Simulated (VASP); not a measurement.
Input of a VASP 6.6.1 run:

INCAR

```
PREC     = Accurate       # precision mode
ENCUT    = 520            # plane-wave cutoff, eV
EDIFF    = 1E-6           # SCF threshold, eV
ISMEAR   = -1             # smearing method
SIGMA    = 0.05           # smearing width, eV
LREAL    = F              # projectors in reciprocal space
LASPH    = T              # aspherical terms in the spheres
NELM     = 150            # most SCF steps
ALGO     = Normal         # electronic algorithm
ISIF     = 2              # what is computed and relaxed
LWAVE    = F              # write WAVECAR
LCHARG   = F              # write CHGCAR
LNONCOLLINEAR= T              # non-collinear magnetism
MAGMOM   = 0 0 0 0 0 0    # initial moments
LORBIT   = 11             # projections on sites
LSORBIT  = T              # spin-orbit coupling
GGA_COMPAT= F            
LORBMOM  = T            
GGA      = PS             # functional
NBANDS   = 30             # bands
```

KPOINTS

```
regular mesh
0
Gamma
  7 7 7
```

Contents of POSCAR:

```
CdTe
1.0
    0.0000000000      3.2050000000      3.2050000000
    3.2050000000      0.0000000000      3.2050000000
    3.2050000000      3.2050000000      0.0000000000
Te Cd
1 1
Direct
    0.7500000000      0.7500000000      0.7500000000
    0.0000000000      0.0000000000      0.0000000000
```

Potentials or basis: VASP PAW PBE potentials, release 64 (Te, Cd).

Command:

```sh
$ cat potpaw_PBE.64/Te/POTCAR potpaw_PBE.64/Cd/POTCAR > POTCAR
$ mpirun -np 1 vasp_ncl > vasp.out
```

(1) Estimate the net moment.

(2) What does it give for the pressure?

Answers

(1) 0.00 μB per cell.

(2) 1.9 GPa.

Caveat: the PAW data sets were made with another functional, which shifts forces and pressure a little.
